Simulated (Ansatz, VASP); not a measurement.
# One calculation of AlN, two programs

```
Al N
1.0
     3.11300    0.02594    0.02594
    -1.53403    2.68297    0.00950
     0.04151    0.04151    4.98100
Al N
2 2
Direct
  0.33333 0.66667 0.00000
  0.66667 0.33333 0.50000
  0.33333 0.66667 0.38000
  0.66667 0.33333 0.88000
```

Alike in both runs: task single point; functional PBE; k mesh 12 × 12 × 4; occupations fermi-dirac, width 0.02 eV; no spin polarisation.

```csv
,VASP,Ansatz
version,VASP 6.6.1,Ansatz 0.2.0
potentials or method,"VASP PAW PBE potentials, release 64 (Al, N), cutoff 520 eV","plane waves, PAW"
valence electrons in the cell,16,16
```

```tsv
	VASP	Ansatz	Ansatz less VASP
pressure (GPa)	3.5	3.8	+0.27
traceless stress, the component that is largest in VASP (GPa)	-2.94	-2.92	+0.021
```

With one functional, cell and mesh, what is left measures potentials, basis and numerics.
